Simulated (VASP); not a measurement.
Here is a VASP 6.6.1 calculation.

INCAR

```
ALGO = Normal
EDIFF = 1E-8
ENCUT = 600
GGA = CA
IBRION = 6
ISIF = 3
ISMEAR = 0
LASPH = T
LCHARG = F
LREAL = F
LWAVE = F
NBANDS = 12
NELM = 100
NFREE = 2
NSW = 1
POTIM = 0.015
PREC = Accurate
SIGMA = 0.01
```

KPOINTS

```
k-points
0
Gamma
  8 8 8
```

File POSCAR:

```
LiCl
1.0
    0.0000000000      2.4820641638      2.4820641638
    2.4820641638      0.0000000000      2.4820641638
    2.4820641638      2.4820641638      0.0000000000
Li Cl
1 1
Direct
    0.0000000000      0.0000000000      0.0000000000
    0.5000000000      0.5000000000      0.5000000000
```

Potentials or basis: VASP PAW LDA potentials, release 64 (Li_sv, Cl).

The run is started by

```bash
$ cat potpaw_LDA.64/Li_sv/POTCAR potpaw_LDA.64/Cl/POTCAR > POTCAR
$ mpirun -np 1 vasp_std > vasp.out
```

(1) Estimate the elastic constants C11, C12, C44.

(2) Predict the Voigt bulk modulus.

(3) Estimate the highest phonon frequency at Γ, LO-TO splitting left out.

Results:

(1) 76, 23, 28 GPa.

(2) 41 GPa.

(3) 228 cm⁻¹.

Caveat: the cutoff is under 1.25 times the usual one of these potentials, so pressure, stress and relaxed cells hold a basis-set (Pulay) error.
